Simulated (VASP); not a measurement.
CuAu:

```
Au Cu
1.0
     2.86588    0.00000    0.00000
     0.00000    2.86588    0.00000
     0.00000    0.00000    3.75727
Au Cu
1 1
Direct
  0.00000 0.00000 0.00000
  0.50000 0.50000 0.50000
```

Base run:

| Item | Value |
| --- | --- |
| Program | VASP 6.6.1 |
| Functional | PBE |
| Potentials or basis | VASP PAW PBE potentials, release 64 (Au, Cu) |
| Cutoff | 520 eV |
| k mesh | 9 × 9 × 7 |
| Occupations | fermi-dirac, width 0.05 eV |
| Spin | no spin polarisation |

Its results: band gap on the k mesh zero (band 11 reaches 11.19 eV, above the bottom of band 12 at 6.05 eV); pressure -3.7 GPa.

Question: The run is repeated on the same cell with these changes: functional from PBE to r2SCAN; further incar settings from ALGO = Fast; EDIFF = 1e-06; NBANDS = 18 to ALGO = Normal; EDIFF = 1e-07; NBANDS = 18. What comes out?

Answer: Band gap on the k mesh zero (band 11 reaches 11.18 eV, above the bottom of band 12 at 5.80 eV); pressure -7.9 GPa.

Caveats: spin-orbit coupling is left out, which moves the levels of the heavy elements; the PAW data sets were made with another functional, which shifts forces and pressure a little (some runs).
